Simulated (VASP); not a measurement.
A run of VASP 6.6.1 is set up as follows.

File INCAR:

```
PREC = Accurate
ENCUT = 520
EDIFF = 1E-6
ISMEAR = 0
SIGMA = 0.15
LREAL = False
LASPH = True
NELM = 100
ALGO = Fast
ISIF = 2
LWAVE = False
LCHARG = True
GGA = PE
LELF = True
LVHAR = True
NBANDS = 18
```

File KPOINTS:

```
regular mesh
0
Gamma
  18 18 18
```

POSCAR

```
Cu
1.0
    1.3067665657     -4.0308860292      0.0000000000
    1.3067665657      4.0308860292      0.0000000000
    0.0000000000      0.0000000000      2.5142119659
Cu
2
Direct
    0.1340351705      0.8659648295      0.2500000000
    0.8659648295      0.1340351705      0.7500000000
```

Potentials or basis: VASP PAW PBE potentials, release 64 (Cu).

The run is started by

```console
$ cat potpaw_PBE.64/Cu/POTCAR > POTCAR
$ mpirun -np 1 vasp_std > vasp.out
```

(1) Estimate the pressure.

(2) Predict the largest force.

(3) Estimate the band gap on the k mesh.

Answers

(1) -4.4 GPa.

(2) 0.177 eV/Å.

(3) zero (bands 11 and 12 overlap by 5.26 eV).

Caveat: the cell differs from its parent crystal (normal strain along x +0.0550, normal strain along y +0.0000); the stress differs along the axes, from -10 to -1 GPa.
